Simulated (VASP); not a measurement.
# BN (R3m) in VASP: notebook

Aim: see how the results for BN move with the level of theory and the settings. Levels: PBE, r2SCAN. Tasks: single point.

Program: VASP 6.6.1. These are calculated values, not measurements. Logs are shortened: lines on timing, memory, paths and dates and some standing lists are left out, and cuts for length are marked.

## 1. The cell of the first run

It takes space group R3m (No. 160, trigonal). The conventional cell has a = 2.629 Å, b = 2.629 Å, c = 6.223 Å, α = 90.00°, β = 90.00°, γ = 120.00°. B (site symmetry 3m) has 4 N at 1.56 to 1.60 Å within 2.1 Å. N (site symmetry 3m) has 4 B at 1.56 to 1.60 Å within 2.1 Å.

## 2. Single point, PBE (epitaxial 111 strain +3.0%)

Contents of INCAR:

```
SYSTEM = BN
ALGO = Normal ; EDIFF = 1E-6
ENCUT = 520 ; GGA = PE
ISIF = 2 ; ISMEAR = -1
LASPH = .TRUE. ; LCHARG = .FALSE.
LREAL = .FALSE. ; LWAVE = .FALSE.
NBANDS = 11 ; NELM = 60
PREC = Accurate ; SIGMA = 0.02
```

Contents of KPOINTS:

```
k-points
0
G
  12 12 12
  0 0 0
```

Contents of POSCAR:

```
BN
1.0
   -0.0416672041      1.8173030249      1.8173030249
    1.8173030249     -0.0416672041      1.8173030249
    1.8173030249      1.8173030249     -0.0416672041
B N
1 1
Direct
    0.0000135516      0.0000135516      0.0000135516
    0.2499864484      0.2499864484      0.2499864484
```

Potentials or basis: VASP PAW PBE potentials, release 64 (B, N).

Launch:

```
> cat potpaw_PBE.64/B/POTCAR potpaw_PBE.64/N/POTCAR > POTCAR
> mpirun -np 1 vasp_std > vasp.out
```

OUTCAR:

```text
SYSTEM = BN
   EDIFF = 1E-6
   ENCUT = 520
   GGA = PE
   ISIF = 2
   ISMEAR = -1
   LASPH = .TRUE.
   LREAL = .FALSE.
   NELM = 60
   PREC = Accurate

 ion  position               nearest neighbor table
   1  0.000  0.000  0.000-   2 1.56   2 1.60   2 1.60   2 1.60
   2  0.250  0.250  0.250-   1 1.56   1 1.60   1 1.60   1 1.60

  LATTYP: Found a trigonal (rhomboedric) cell.
 ALAT       =     2.5703923289
 COS(alpha) =     0.4769465915

  Lattice vectors:

 A1 = (  -0.0416672041,   1.8173030249,   1.8173030249)
 A2 = (   1.8173030249,  -0.0416672041,   1.8173030249)
 A3 = (   1.8173030249,   1.8173030249,  -0.0416672041)

Analysis of symmetry for initial positions (statically):
=====================================================================
 Subroutine PRICEL returns:
 Original cell was already a primitive cell.

 Routine SETGRP: Setting up the symmetry group for a
 trigonal (rhombohedral) supercell.

 Subroutine GETGRP returns: Found  6 space group operations
 (whereof  6 operations were pure point group operations)
 out of a pool of 12 trial point group operations.

The static configuration has the point symmetry C_3v.

Analysis of symmetry for dynamics (positions and initial velocities):
=====================================================================
 Subroutine PRICEL returns:
 Original cell was already a primitive cell.

 Routine SETGRP: Setting up the symmetry group for a
 trigonal (rhombohedral) supercell.

 Subroutine GETGRP returns: Found  6 space group operations
 (whereof  6 operations were pure point group operations)
 out of a pool of 12 trial point group operations.

The dynamic configuration has the point symmetry C_3v.

 Subroutine INISYM returns: Found  6 space group operations
 (whereof  6 operations are pure point group operations),
 and found     1 'primitive' translations

----------------------------------------------------------------------------------------

                                     Primitive cell

  volume of cell :      12.4164

  direct lattice vectors                    reciprocal lattice vectors
    -0.041667204  1.817303025  1.817303025    -0.265846923  0.272085307  0.272085307
     1.817303025 -0.041667204  1.817303025     0.272085307 -0.265846923  0.272085307
     1.817303025  1.817303025 -0.041667204     0.272085307  0.272085307 -0.265846923

  length of vectors
     2.570392329  2.570392329  2.570392329     0.467691581  0.467691581  0.467691581

  position of ions in fractional coordinates (direct lattice)
     0.000013552  0.000013552  0.000013552
     0.249986448  0.249986448  0.249986448

  ion indices of the primitive-cell ions
   primitive index   ion index
                 1           1
                 2           2

----------------------------------------------------------------------------------------

 KPOINTS: k-points

Automatic generation of k-mesh.
 Grid dimensions read from file:
 generate k-points for:   12   12   12

 Generating k-lattice:

  Cartesian coordinates                     Fractional coordinates (reciprocal lattice)
    -0.022153910  0.022673776  0.022673776     0.083333333  0.000000000  0.000000000
     0.022673776 -0.022153910  0.022673776     0.000000000  0.083333333  0.000000000
     0.022673776  0.022673776 -0.022153910     0.000000000  0.000000000  0.083333333

  Length of vectors
     0.038974298  0.038974298  0.038974298

  Shift w.r.t. Gamma in fractional coordinates (k-lattice)
     0.000000000  0.000000000  0.000000000

 Subroutine IBZKPT returns following result:
 ===========================================

 Found    189 irreducible k-points:

 Following reciprocal coordinates:
            Coordinates               Weight
  0.000000  0.000000  0.000000      1.000000
  0.083333  0.000000  0.000000      6.000000
  0.166667 -0.000000 -0.000000      6.000000
  0.250000  0.000000  0.000000      6.000000
  0.333333  0.000000  0.000000      6.000000
  0.416667  0.000000  0.000000      6.000000
[... 16 lines left out ...]
  0.500000  0.166667  0.000000     12.000000
 -0.416667  0.166667 -0.000000     12.000000
 [... further k-points ...]
   k-points           NKPTS =    189   k-points in BZ     NKDIM =    189   number of bands    NBANDS=     11
   number of dos      NEDOS =    301   number of ions     NIONS =      2
   total plane-waves  NPLWV =   8000
   dimension x,y,z NGX =    20 NGY =   20 NGZ =   20
   dimension x,y,z NGXF=    40 NGYF=   40 NGZF=   40
   ions per type =               1   1
   NGX,Y,Z   is equivalent  to a cutoff of  12.94, 12.94, 12.94 a.u.
   NGXF,Y,Z  is equivalent  to a cutoff of  25.87, 25.87, 25.87 a.u.
 SYSTEM =  BN
   PREC   = accura    normal or accurate (medium, high low for compatibility)
   ISTART =      0    job   : 0-new  1-cont  2-samecut
   ICHARG =      2    charge: 1-file 2-atom 10-const
   ISPIN  =      1    spin polarized calculation?
   LNONCOLLINEAR =      F non collinear calculations
   LSORBIT =      F    spin-orbit coupling
   LASPH  =      T    aspherical Exc in radial PAW
   ENCUT  =  520.0 eV  38.22 Ry    6.18 a.u.   4.78  4.78  4.78*2*pi/ulx,y,z
   NELM   =     60;   NELMIN=  2; NELMDL= -5     # of ELM steps
   EDIFF  = 0.1E-05   stopping-criterion for ELM
   LREAL  =      F    real-space projection
   EDIFFG = 0.1E-04   stopping-criterion for IOM
   NSW    =      0    number of steps for IOM
   IBRION =     -1    ionic relax: 0-MD 1-quasi-New 2-CG
   NFREE  =      0    steps in history (QN), initial steepest desc. (CG)
   ISIF   =      2    stress and relaxation
   ISYM   =      2    0-nonsym 1-usesym 2-fastsym
   POTIM  = 0.5000    time-step for ionic-motion
   TEBEG  =    0.0;   TEEND  =   0.0 temperature during run
   PSTRESS=    0.0 pullay stress
   NELECT =       8.0000    total number of electrons
   NUPDOWN=      -1.0000    fix difference up-down
   EMIN   =  10.00;   EMAX   =-10.00  energy-range for DOS
   EFERMI =   0.00;   METHOD = LEGACY
   ISMEAR =    -1;   SIGMA  =   0.02  broadening in eV -4-tet -1-fermi 0-gaus
   EFERMI_NEDOS =   21; number of points for ismear=-14 and -15
   IALGO  =     38    algorithm
   IMIX   =      4    mixing-type and parameters
     AMIX     =   0.40;   BMIX     =  1.00
     AMIX_MAG =   1.60;   BMIX_MAG =  1.00
  volume/ion in A,a.u.               =       6.21        41.89
  Fermi-wavevector in a.u.,A,eV,Ry     =   1.413969  2.672014 27.202246  1.999309
  Thomas-Fermi vector in A             =   2.535560
   LORBIT       =      0    0 simple, 1 ext, 2 COOP (PROOUT), +10 PAW based schemes
   GGA     = PE    functional components
   LHFCALC =     F    Hartree Fock is set to
   AEXX    =    0.0000 exact exchange contribution
   IVDW    =     0    specifies the selected vdW correction
   LEPSILON=     F    determine dielectric tensor
   LRPA    =     F    only Hartree local field effects (RPA)
 non-spin polarized calculation
  energy-cutoff  :      520.00
  volume of cell :       12.42
 maximum number of plane-waves:       347
   NGX =  9   NGY =  9   NGZ =  9

 number of electron       8.0000001 magnetization

 Free energy of the ion-electron system (eV)
  ---------------------------------------------------
  ext. energy  EPLUGINS =         0.00000000
  ---------------------------------------------------
  free energy    TOTEN  =       -17.40425839 eV

  energy without entropy =      -17.40425839  energy(sigma->0) =      -17.40425839

 E-fermi :   7.2210     XC(G=0): -12.5762

 val. band max:        6.8510828099   @ k =   0.0000   0.0000   0.0000
 cond. band min:      11.1740965941   @ k =   0.5000   0.5000  -0.0000
 fundamental gap:      4.3230137842
 Fermi energy:         7.2210227325

 k-point     1 :       0.0000    0.0000    0.0000
  band No.  band energies     occupation
      1     -12.8779      2.00000
      2       6.7687      2.00000
      3       6.7687      2.00000
      4       6.8511      2.00000
      5      15.0929      0.00000
      6      15.0929      0.00000
      7      15.3723      0.00000
      8      16.9722      0.00000
      9      30.6254      0.00000
     10      33.9820      0.00000
     11      33.9820      0.00000

 k-point     2 :       0.0833    0.0000    0.0000
  band No.  band energies     occupation
      1     -12.7186      2.00000
      2       5.8619      2.00000
      3       6.6117      2.00000
      4       6.6783      2.00000
      5      15.2711      0.00000
      6      15.3442      0.00000
      7      15.8995      0.00000
      8      17.3020      0.00000
      9      30.5057      0.00000
     10      31.7247      0.00000
     11      32.2013      0.00000

 k-point     3 :       0.1667   -0.0000   -0.0000
  band No.  band energies     occupation
      1     -12.2470      2.00000
      2       3.8043      2.00000
      3       6.2286      2.00000
      4       6.2673      2.00000
      5      15.6086      0.00000
      6      15.9387      0.00000
      7      16.7347      0.00000
      8      18.3627      0.00000
      9      30.0648      0.00000
     10      30.1539      0.00000
     11      30.9282      0.00000

 k-point     4 :       0.2500    0.0000    0.0000
  band No.  band energies     occupation
      1     -11.4884      2.00000
      2       1.4267      2.00000
      3       5.7848      2.00000
      4       5.7857      2.00000
      5      15.9313      0.00000
      6      16.5334      0.00000
      7      17.3298      0.00000
      8      19.6644      0.00000
      9      29.6034      0.00000
     10      29.6401      0.00000
     11      30.6095      0.00000

 k-point     5 :       0.3333    0.0000    0.0000
  band No.  band energies     occupation
      1     -10.5082      2.00000
      2      -0.8475      2.00000
      3       5.3695      2.00000
      4       5.4057      2.00000
      5      16.1735      0.00000
      6      16.8754      0.00000
      7      17.6513      0.00000
      8      20.6876      0.00000
      9      29.4001      0.00000
     10      30.2316      0.00000
     11      31.3150      0.00000
[... 211 lines left out ...]
 k-point    21 :       0.3333    0.1667   -0.0000
  band No.  band energies     occupation
      1     -10.6316      2.00000
      2       0.8011      2.00000
      3       4.2999      2.00000
      4       4.4496      2.00000
      5      14.7068      0.00000
      6      18.2205      0.00000
      7      18.9991      0.00000
      8      19.5543      0.00000
      9      25.6918      0.00000
     10      32.2801      0.00000
     11      34.4438      0.00000

 k-point    22 :       0.4167    0.1667   -0.0000
  band No.  band energies     occupation
      1      -9.6457      2.00000
      2      -1.1755      2.00000
      3       3.8361      2.00000
      4       4.1368      2.00000
      5      15.2018      0.00000
      6      18.4908      0.00000
      7      19.3845      0.00000
      8      19.9537      0.00000
      9      26.5306      0.00000
     10      32.0627      0.00000
     11      34.4599      0.00000

 k-point    23 :       0.5000    0.1667    0.0000
  band No.  band energies     occupation
      1      -8.7834      2.00000
      2      -2.5938      2.00000
      3       3.2814      2.00000
      4       4.1869      2.00000
      5      15.6043      0.00000
      6      18.4438      0.00000
      7      19.3235      0.00000
      8      21.0235      0.00000
      9      26.8830      0.00000
     10      32.1407      0.00000
     11      33.8049      0.00000

 k-point    24 :      -0.4167    0.1667   -0.0000
  band No.  band energies     occupation
      1      -8.6462      2.00000
      2      -2.7947      2.00000
      3       2.8844      2.00000
      4       4.4639      2.00000
      5      16.0442      0.00000
      6      18.2612      0.00000
      7      19.0534      0.00000
      8      21.6896      0.00000
      9      27.1043      0.00000
     10      31.7296      0.00000
     11      32.4686      0.00000

 [... further k-points ...]

------------------------ aborting loop because EDIFF is reached ----------------------------------------

  FORCE on cell =-STRESS in cart. coord.  units (eV):
  Direction    XX          YY          ZZ          XY          YZ          ZX
  --------------------------------------------------------------------------------------
  -------------------------------------------------------------------------------------
  Total       -1.0681508     -1.0681508     -1.0681508      0.7170732      0.7170732      0.7170732
  in kB     -137.8314872   -137.8314872   -137.8314872     92.5293259     92.5293259     92.5293259
  external PRESSURE =    -137.8314872 kB  Pullay stress =       0.0000000 kB

 VOLUME and BASIS-vectors are now :
 -----------------------------------------------------------------------------
  energy-cutoff  :      520.00
  volume of cell :       12.42
      direct lattice vectors                 reciprocal lattice vectors
    -0.041667204  1.817303025  1.817303025    -0.265846923  0.272085307  0.272085307
     1.817303025 -0.041667204  1.817303025     0.272085307 -0.265846923  0.272085307
     1.817303025  1.817303025 -0.041667204     0.272085307  0.272085307 -0.265846923

 POSITION                                       TOTAL-FORCE (eV/Angst)
 -----------------------------------------------------------------------------------
      0.00005      0.00005      0.00005        -0.024947     -0.024947     -0.024947
      0.89819      0.89819      0.89819         0.024947      0.024947      0.024947
 -----------------------------------------------------------------------------------
    total drift:                                0.000039      0.000039      0.000039

  FREE ENERGIE OF THE ION-ELECTRON SYSTEM (eV)
  ---------------------------------------------------
  free  energy   TOTEN  =       -17.4042583923 eV

  energy  without entropy=      -17.4042583923  energy(sigma->0) =      -17.40425839
```

It took 19 s on 1 thread of Intel Xeon Platinum 8259CL at 2.50GHz (Skylake/Cascade Lake), shared host; peak memory 0.14 GiB.

What came out:

| Quantity | Value |
| --- | --- |
| Free energy | -17.4043 eV |
| Pressure | -13.8 GPa |
| Largest force | 0.043 eV/Å |
| Band gap on the k mesh | 4.32 eV, indirect (least direct gap 8.24 eV) |

Forces on the atoms (eV/Å):
```
B   -0.025 -0.025 -0.025
N    0.025  0.025  0.025
```

Levels at points of the mesh, in eV from the valence-band top:
```csv
k point,band 2,band 3,band 4,band 5,band 6,band 7
"(0.00, 0.00, 0.00)",-0.08,-0.08,0.00,8.24,8.24,8.52
"(0.50, 0.00, 0.00)",-10.32,-1.85,-1.78,9.51,10.13,10.91
"(0.50, 0.50, 0.00)",-8.65,-4.91,-4.50,4.32,8.94,17.02
"(0.50, 0.50, 0.50)",-10.21,-2.15,-2.15,8.87,10.14,10.14
```

Caveat: the cell differs from its parent crystal (epitaxial 111 strain +3.0%).

## 3. Single point, r2SCAN (epitaxial 111 strain -2.0%)

Contents of POSCAR:

```
BN
1.0
    0.0279397916      1.7966687473      1.7966687473
    1.7966687473      0.0279397916      1.7966687473
    1.7966687473      1.7966687473      0.0279397916
B N
1 1
Direct
    0.0001412061      0.0001412061      0.0001412061
    0.2498587939      0.2498587939      0.2498587939
```

Contents of INCAR.step1:

```
SYSTEM = BN
PREC = Accurate
ENCUT = 520
ISMEAR = 0
SIGMA = 0.01
LREAL = .False.
LASPH = .True.
NELM = 60
NBANDS = 11
GGA = PE
ALGO = Normal
EDIFF = 1E-4
LWAVE = .True.
LCHARG = .False.
```

Contents of INCAR.step2:

```
SYSTEM = BN
PREC = Accurate
ENCUT = 520
EDIFF = 1E-7
ISMEAR = 0
SIGMA = 0.01
LREAL = .False.
LASPH = .True.
NELM = 60
ALGO = Normal
ISIF = 2
LWAVE = .False.
LCHARG = .True.
METAGGA = R2SCAN
LMIXTAU = .True.
LELF = .True.
LVHAR = .True.
NBANDS = 11
ISTART = 1
```

Contents of KPOINTS:

```
regular mesh
0
Gamma
  12 12 12
  0 0 0
```

Potentials or basis: VASP PAW PBE potentials, release 64 (B, N).

Launch:

```
> cat potpaw_PBE.64/B/POTCAR potpaw_PBE.64/N/POTCAR > POTCAR
> cp INCAR.step1 INCAR
> mpirun -np 1 vasp_std > vasp.out
> cp INCAR.step2 INCAR
> mpirun -np 1 vasp_std > vasp.out
```

Wall time 81 s (1 thread of Intel Xeon Platinum 8259CL at 2.50GHz (Skylake/Cascade Lake), shared host); peak memory 0.13 GiB.

The run converged. Its results:

| Quantity | Value |
| --- | --- |
| Free energy | -19.1337 eV |
| Pressure | 17.1 GPa |
| Largest force | 0.006 eV/Å |
| Band gap on the k mesh | 4.96 eV, indirect (least direct gap 9.13 eV) |

Forces on the atoms (eV/Å):
```
B    0.003  0.003  0.003
N   -0.003 -0.003 -0.003
```

Stress tensor (GPa, compression positive):
```
17.15 -7.99 -7.99
-7.99 17.15 -7.99
-7.99 -7.99 17.15
```

Levels at points of the mesh, in eV from the valence-band top:
```csv
k point,band 1,band 2,band 3,band 4,band 5,band 6,band 7,band 8,band 9
"(0.00, 0.00, 0.00)",-21.83,-0.15,0.00,0.00,9.13,9.90,9.90,11.88,26.91
"(0.50, 0.00, 0.00)",-17.26,-11.51,-2.21,-2.21,10.96,11.57,11.81,16.82,25.40
"(0.50, 0.50, 0.00)",-15.85,-9.65,-5.51,-5.20,4.96,10.04,19.82,19.88,22.97
"(0.50, 0.50, 0.50)",-17.55,-11.59,-1.95,-1.95,11.78,11.85,11.85,16.77,25.59
```

Caveat: the cell differs from its parent crystal (epitaxial 111 strain -2.0%); the PAW data sets were made with another functional, which shifts forces and pressure a little. A k mesh can miss the band edges.

(Continued in part 2 of 2.)
